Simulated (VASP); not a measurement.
Input of a VASP 6.6.1 run:

POSCAR

```
MgO
1.0
    0.0000000000      2.1021666359      2.1021666359
    2.1021666359      0.0000000000      2.1021666359
    2.1021666359      2.1021666359      0.0000000000
Mg O
1 1
Direct
    0.0000000000      0.0000000000      0.0000000000
    0.5000000000      0.5000000000      0.5000000000
```

INCAR.step1

```
PREC = Accurate ; ENCUT = 600
ISMEAR = 0 ; SIGMA = 0.01
LREAL = F ; LASPH = T
NELM = 60 ; GGA = PE
ALGO = Normal ; EDIFF = 1E-4
LWAVE = T ; LCHARG = F
```

INCAR.step2

```
PREC = Accurate ; ENCUT = 600
EDIFF = 1E-6 ; ISMEAR = 0
SIGMA = 0.01 ; LREAL = F
LASPH = T ; NELM = 60
ALGO = Normal ; ISIF = 3
LWAVE = F ; LCHARG = F
METAGGA = R2SCAN ; LMIXTAU = T
IBRION = 2 ; NSW = 100
EDIFFG = -0.002 ; PSTRESS = 40.0
ISTART = 1
```

The input KPOINTS:

```
regular mesh
0
Gamma
  10 10 10
```

Potentials or basis: VASP PAW PBE potentials, release 64 (Mg, O).

Launch:

```sh
$ cat potpaw_PBE.64/Mg/POTCAR potpaw_PBE.64/O/POTCAR > POTCAR
$ cp INCAR.step1 INCAR
$ mpirun -np 1 vasp_std > vasp.out
$ cp INCAR.step2 INCAR
$ mpirun -np 1 vasp_std > vasp.out
```

Task: Estimate the relaxed cell.

Result: a = 2.943 Å, b = 2.943 Å, c = 2.943 Å, α = 60.00°, β = 60.00°, γ = 60.00°.

Task: Estimate the space group after relaxing (to 0.05 Å).

Result: Fm-3m (No. 225).

Task: Predict the band gap on the k mesh.

Result: 5.98 eV, direct.

Task: Predict the relaxed volume.

Result: 9.01 Å³/atom.

The path:
| step | energy change (eV) | largest force (eV/Å) | pressure (GPa) | volume (Å³) |
| --- | --- | --- | --- | --- |
| 1 | 0.0000 | 0.0000 | -1.36 | 18.58 |
| 2 | 0.0133 | 0.0000 | 6.85 | 17.76 |
| 3 | 0.0043 | 0.0000 | 4.00 | 18.02 |

Caveat: the cell is relaxed towards a set pressure, so the enthalpy falls and the energy may rise; the PAW data sets were made with another functional, which shifts forces and pressure a little. r2SCAN opens gaps a little over a GGA but as a rule still falls short of measured ones.
